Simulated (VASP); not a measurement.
Set up this calculation in VASP 6.6.1, as the native input.

```yaml
Task: single point
Functional: PBE
Dispersion: D4
Potentials_or_basis: VASP PAW PBE potentials, release 64 (Te, Mo_sv)
Cutoff: 520 eV
k_mesh: 6 × 6 × 2
Occupations: methfessel-paxton, width 0.15 eV
Spin: no spin polarisation
Dipole_correction: no
Further_INCAR_settings: ALGO = Normal; EDIFF = 1e-07; NBANDS = 35
```

The structure of Te2Mo lies in POSCAR:

```
Te2Mo
1.0
    3.5182000000      0.0000000000      0.0000000000
   -1.7591000000      3.0468510000      0.0000000000
    0.0000000000      0.0000000000     16.9736000000
Te Mo
4 2
Direct
    0.3333333333      0.6666666667      0.5112413159
    0.6666666667      0.3333333333      0.0996138474
    0.3333333333      0.6666666667      0.7236410897
    0.6666666667      0.3333333333      0.3120136212
    0.3333333333      0.6666666667      0.2058137343
    0.6666666667      0.3333333333      0.6174412028
```

The input as run:

INCAR

```
SYSTEM = Te2Mo
PREC = Accurate ; ENCUT = 520
EDIFF = 1E-7 ; ISMEAR = 1
SIGMA = 0.15 ; LREAL = .False.
LASPH = .True. ; NELM = 100
ALGO = Normal ; ISIF = 2
LWAVE = .False. ; LCHARG = .False.
GGA = PE ; IVDW = 13
NBANDS = 35
```

KPOINTS

```
Automatic mesh
0
Gamma
  6 6 2
  0 0 0
```

Potentials or basis: VASP PAW PBE potentials, release 64 (Te, Mo_sv).

Run with:

```bash
$ cat potpaw_PBE.64/Te/POTCAR potpaw_PBE.64/Mo_sv/POTCAR > POTCAR
$ mpirun -np 1 vasp_std > vasp.out
```

Results of the run:

* Largest force: 0.174 eV/Å
* Band gap on the k mesh: 1.04 eV, indirect (least direct gap 1.09 eV)
* Dispersion energy per atom: -0.506 eV

Caveat: spin-orbit coupling is left out, which moves the levels of the heavy elements.

Wall time 2.3 min on 1 thread of AMD EPYC 7R43 64-Core Processor (Zen 3) (shared host), peak memory 0.3 GiB.
